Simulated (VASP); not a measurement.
# CaO (P6_3/mmc) in VASP: single point with PBE

Aim: the single point of CaO with PBE.

Program: VASP 6.6.1. These are calculated values, not measurements. Logs are shortened: lines on timing, memory, paths and dates and some standing lists are left out, and cuts for length are marked.

## Step 1: The cell of the first run

Symmetry: P6_3/mmc, No. 194, hexagonal system. Conventional cell: a = 3.992 Å, b = 3.992 Å, c = 4.785 Å, α = 90.00°, β = 90.00°, γ = 120.00°. Within 3.0 Å of Ca (site symmetry -6m2) lie 5 O at 2.30 to 2.39 Å. Within 3.0 Å of O (site symmetry -6m2) lie 5 Ca at 2.30 to 2.39 Å.

## Step 2: Single point, PBE

INCAR

```
PREC = Accurate
ENCUT = 520
EDIFF = 1E-6
ISMEAR = 0
SIGMA = 0.1
LREAL = Auto
LASPH = True
NELM = 60
ALGO = Normal
ISIF = 2
LWAVE = False
LCHARG = False
GGA = PE
NBANDS = 78
ISYM = 0
```

KPOINTS

```
Automatic mesh
0
Gamma
  2 2 2
  0.5 0.5 0.5
```

POSCAR

```
CaO
1.0
    3.9919758245      0.0000000000     -4.7848400100
    3.9919758245      0.0000000000      4.7848400100
   -0.0000000001     -6.9143049506      0.0000000000
Ca O
8 8
Direct
    0.8750000000      0.6250000000      0.1666666667
    0.6250000000      0.3750000000      0.6666666667
    0.3750000000      0.1250000000      0.1666666667
    0.1250000000      0.8750000000      0.6666666667
    0.3750000000      0.6250000000      0.3333333333
    0.1250000000      0.3750000000      0.8333333333
    0.8750000000      0.1250000000      0.3333333333
    0.6250000000      0.8750000000      0.8333333333
    0.1250000000      0.3750000000      0.1666666667
    0.8750000000      0.1250000000      0.6666666667
    0.6250000000      0.8750000000      0.1666666667
    0.3750000000      0.6250000000      0.6666666667
    0.1250000000      0.8750000000      0.3333333333
    0.8750000000      0.6250000000      0.8333333333
    0.6250000000      0.3750000000      0.3333333333
    0.3750000000      0.1250000000      0.8333333333
```

Potentials or basis: VASP PAW PBE potentials, release 64 (Ca_sv, O).

Launch:

```sh
$ cat potpaw_PBE.64/Ca_sv/POTCAR potpaw_PBE.64/O/POTCAR > POTCAR
$ mpirun -np 1 vasp_std > vasp.out
```

OUTCAR:

```text
PREC = Accurate
   ENCUT = 520
   EDIFF = 1E-6
   ISMEAR = 0
   LREAL = Auto
   LASPH = True
   NELM = 60
   ISIF = 2
   GGA = PE
   ISYM = 0

 ion  position               nearest neighbor table
   1  0.875  0.625  0.167-  13 2.30  15 2.30  14 2.30  11 2.39   9 2.39
   2  0.625  0.375  0.667-  14 2.30  16 2.30  15 2.30  12 2.39  10 2.39
   3  0.375  0.125  0.167-  15 2.30  13 2.30  16 2.30  11 2.39   9 2.39
   4  0.125  0.875  0.667-  16 2.30  14 2.30  13 2.30  12 2.39  10 2.39
   5  0.375  0.625  0.333-   9 2.30  11 2.30  12 2.30  13 2.39  15 2.39
   6  0.125  0.375  0.833-  10 2.30  12 2.30   9 2.30  14 2.39  16 2.39
[... 8 lines left out ...]
  15  0.625  0.375  0.333-   3 2.30   1 2.30   2 2.30   5 2.39   7 2.39
  16  0.375  0.125  0.833-   4 2.30   2 2.30   3 2.30   6 2.39   8 2.39

IMPORTANT INFORMATION: All symmetrisations will be switched off!
NOSYMM: (Re-)initialisation of all symmetry stuff for point group C_1.

----------------------------------------------------------------------------------------

                                     Primitive cell

  volume of cell :     264.1398

  direct lattice vectors                    reciprocal lattice vectors
     3.991975824  0.000000000 -4.784840010     0.125251260 -0.000000000 -0.104496702
     3.991975824  0.000000000  4.784840010     0.125251260 -0.000000000  0.104496702
    -0.000000000 -6.914304951  0.000000000     0.000000000 -0.144627697  0.000000000

  length of vectors
     6.231417568  6.231417568  6.914304951     0.163117868  0.163117868  0.144627697

  position of ions in fractional coordinates (direct lattice)
     0.875000000  0.625000000  0.166666667
     0.625000000  0.375000000  0.666666667
     0.375000000  0.125000000  0.166666667
     0.125000000  0.875000000  0.666666667
     0.375000000  0.625000000  0.333333333
     0.125000000  0.375000000  0.833333333
[... 8 lines left out ...]
     0.625000000  0.375000000  0.333333333
     0.375000000  0.125000000  0.833333333

  ion indices of the primitive-cell ions
   primitive index   ion index
                 1           1
                 2           2
                 3           3
                 4           4
                 5           5
                 6           6
[... 8 lines left out ...]
                15          15
                16          16

----------------------------------------------------------------------------------------

 KPOINTS: Automatic mesh

Automatic generation of k-mesh.
 Grid dimensions read from file:
 generate k-points for:    2    2    2

 Generating k-lattice:

  Cartesian coordinates                     Fractional coordinates (reciprocal lattice)
     0.062625630 -0.000000000 -0.052248351     0.500000000  0.000000000  0.000000000
     0.062625630 -0.000000000  0.052248351     0.000000000  0.500000000  0.000000000
     0.000000000 -0.072313848  0.000000000     0.000000000  0.000000000  0.500000000

  Length of vectors
     0.081558934  0.081558934  0.072313848

  Shift w.r.t. Gamma in fractional coordinates (k-lattice)
     0.500000000  0.500000000  0.500000000

 Subroutine IBZKPT returns following result:
 ===========================================

 Found      4 irreducible k-points:

 Following reciprocal coordinates:
            Coordinates               Weight
  0.250000  0.250000  0.250000      2.000000
 -0.250000 -0.250000  0.250000      2.000000
 -0.250000  0.250000  0.250000      2.000000
  0.250000 -0.250000  0.250000      2.000000
   k-points           NKPTS =      4   k-points in BZ     NKDIM =      4   number of bands    NBANDS=     78
   number of dos      NEDOS =    301   number of ions     NIONS =     16
   total plane-waves  NPLWV = 124416
   dimension x,y,z NGX =    48 NGY =   48 NGZ =   54
   dimension x,y,z NGXF=    96 NGYF=   96 NGZF=  108
   ions per type =               8   8
   NGX,Y,Z   is equivalent  to a cutoff of  12.81, 12.81, 12.98 a.u.
   NGXF,Y,Z  is equivalent  to a cutoff of  25.61, 25.61, 25.97 a.u.
 SYSTEM =  unknown system
   PREC   = accura    normal or accurate (medium, high low for compatibility)
   ISTART =      0    job   : 0-new  1-cont  2-samecut
   ICHARG =      2    charge: 1-file 2-atom 10-const
   ISPIN  =      1    spin polarized calculation?
   LNONCOLLINEAR =      F non collinear calculations
   LSORBIT =      F    spin-orbit coupling
   LASPH  =      T    aspherical Exc in radial PAW
   ENCUT  =  520.0 eV  38.22 Ry    6.18 a.u.  11.59 11.59 12.86*2*pi/ulx,y,z
   NELM   =     60;   NELMIN=  2; NELMDL= -5     # of ELM steps
   EDIFF  = 0.1E-05   stopping-criterion for ELM
   LREAL  =      T    real-space projection
   EDIFFG = 0.1E-04   stopping-criterion for IOM
   NSW    =      0    number of steps for IOM
   IBRION =     -1    ionic relax: 0-MD 1-quasi-New 2-CG
   NFREE  =      0    steps in history (QN), initial steepest desc. (CG)
   ISIF   =      2    stress and relaxation
   ISYM   =      0    0-nonsym 1-usesym 2-fastsym
   POTIM  = 0.5000    time-step for ionic-motion
   TEBEG  =    0.0;   TEEND  =   0.0 temperature during run
   PSTRESS=    0.0 pullay stress
   NELECT =     128.0000    total number of electrons
   NUPDOWN=      -1.0000    fix difference up-down
   EMIN   =  10.00;   EMAX   =-10.00  energy-range for DOS
   EFERMI =   0.00;   METHOD = LEGACY
   ISMEAR =     0;   SIGMA  =   0.10  broadening in eV -4-tet -1-fermi 0-gaus
   EFERMI_NEDOS =   21; number of points for ismear=-14 and -15
   IALGO  =     38    algorithm
   IMIX   =      4    mixing-type and parameters
     AMIX     =   0.40;   BMIX     =  1.00
     AMIX_MAG =   1.60;   BMIX_MAG =  1.00
  volume/ion in A,a.u.               =      16.51       111.41
  Fermi-wavevector in a.u.,A,eV,Ry     =   1.285879  2.429960 22.497037  1.653486
  Thomas-Fermi vector in A             =   2.417987
   LORBIT       =      0    0 simple, 1 ext, 2 COOP (PROOUT), +10 PAW based schemes
   GGA     = PE    functional components
   LHFCALC =     F    Hartree Fock is set to
   AEXX    =    0.0000 exact exchange contribution
   IVDW    =     0    specifies the selected vdW correction
   LEPSILON=     F    determine dielectric tensor
   LRPA    =     F    only Hartree local field effects (RPA)
 non-spin polarized calculation
 Gauss-broadening in eV      SIGMA  =   0.10
  energy-cutoff  :      520.00
  volume of cell :      264.14
 maximum number of plane-waves:      7116
 NGX is ok and might be reduce to    48
   NGX = 23   NGY = 23   NGZ = 25

 number of electron     128.0000078 magnetization

 Free energy of the ion-electron system (eV)
  ---------------------------------------------------
  ext. energy  EPLUGINS =         0.00000000
  ---------------------------------------------------
  free energy    TOTEN  =      -101.38728041 eV

  energy without entropy =     -101.38728041  energy(sigma->0) =     -101.38728041

 E-fermi :   1.5883     XC(G=0):  -9.3951

 val. band max:        1.1013845382   @ k =  -0.2500  -0.2500   0.2500
 cond. band min:       5.4899843418   @ k =   0.2500  -0.2500   0.2500
 fundamental gap:      4.3885998037
 Fermi energy:         1.5882584852

 k-point     1 :       0.2500    0.2500    0.2500
  band No.  band energies     occupation
      1     -36.2868      2.00000
      2     -36.2535      2.00000
      3     -36.2373      2.00000
      4     -36.2373      2.00000
      5     -36.2306      2.00000
      6     -36.2306      2.00000
[... 68 lines left out ...]
     75       8.6481      0.00000
     76       8.8828      0.00000

 k-point     2 :      -0.2500   -0.2500    0.2500
  band No.  band energies     occupation
      1     -36.2868      2.00000
      2     -36.2535      2.00000
      3     -36.2373      2.00000
      4     -36.2373      2.00000
      5     -36.2306      2.00000
      6     -36.2306      2.00000
[... 68 lines left out ...]
     75       8.6471      0.00000
     76       8.8829      0.00000

 k-point     3 :      -0.2500    0.2500    0.2500
  band No.  band energies     occupation
      1     -36.2854      2.00000
      2     -36.2558      2.00000
      3     -36.2465      2.00000
      4     -36.2465      2.00000
      5     -36.2158      2.00000
      6     -36.2158      2.00000
[... 68 lines left out ...]
     75       7.8567      0.00000
     76       7.8744      0.00000

 k-point     4 :       0.2500   -0.2500    0.2500
  band No.  band energies     occupation
      1     -36.2854      2.00000
      2     -36.2558      2.00000
      3     -36.2465      2.00000
      4     -36.2465      2.00000
      5     -36.2158      2.00000
      6     -36.2158      2.00000
[... 68 lines left out ...]
     75       7.8567      0.00000
     76       7.8744      0.00000
 [bands above 76 left out]

------------------------ aborting loop because EDIFF is reached ----------------------------------------

  FORCE on cell =-STRESS in cart. coord.  units (eV):
  Direction    XX          YY          ZZ          XY          YZ          ZX
  --------------------------------------------------------------------------------------
  -------------------------------------------------------------------------------------
  Total        2.2462527      2.2205261      2.8647692     -0.0000258     -0.0000054      0.0000041
  in kB       13.6249637     13.4689149     17.3766624     -0.0001568     -0.0000325      0.0000250
  external PRESSURE =      14.8235137 kB  Pullay stress =       0.0000000 kB

 VOLUME and BASIS-vectors are now :
 -----------------------------------------------------------------------------
  energy-cutoff  :      520.00
  volume of cell :      264.14
      direct lattice vectors                 reciprocal lattice vectors
     3.991975824  0.000000000 -4.784840010     0.125251260 -0.000000000 -0.104496702
     3.991975824  0.000000000  4.784840010     0.125251260 -0.000000000  0.104496702
    -0.000000000 -6.914304951  0.000000000     0.000000000 -0.144627697  0.000000000

 POSITION                                       TOTAL-FORCE (eV/Angst)
 -----------------------------------------------------------------------------------
      5.98796     -1.15238     -1.19621        -0.000009      0.000347     -0.000009
      3.99198     -4.60954     -1.19621        -0.000006      0.000371     -0.000005
      1.99599     -1.15238     -1.19621        -0.000013      0.000363      0.000006
      3.99198     -4.60954      3.58863        -0.000025      0.000349     -0.000001
      3.99198     -2.30477      1.19621        -0.000010     -0.000362      0.000000
      1.99599     -5.76192      1.19621        -0.000010     -0.000364     -0.000018
[... 8 lines left out ...]
      3.99198     -2.30477     -1.19621        -0.000012     -0.000468      0.000009
      1.99599     -5.76192     -1.19621         0.000000     -0.000479     -0.000001
 -----------------------------------------------------------------------------------
    total drift:                                0.000015      0.000003     -0.000012

  FREE ENERGIE OF THE ION-ELECTRON SYSTEM (eV)
  ---------------------------------------------------
  free  energy   TOTEN  =      -101.3872804103 eV

  energy  without entropy=     -101.3872804103  energy(sigma->0) =     -101.38728041
```

It took 2.4 min on 1 thread of Intel Xeon Platinum 8259CL at 2.50GHz (Skylake/Cascade Lake), shared host; peak memory 0.36 GiB.

Results:

| Item | Value |
| --- | --- |
| Free energy | -101.3873 eV |
| Pressure | 1.5 GPa |
| Band gap on the k mesh | 4.39 eV |

Caveat: a shifted mesh leaves out Γ, where band edges can lie.
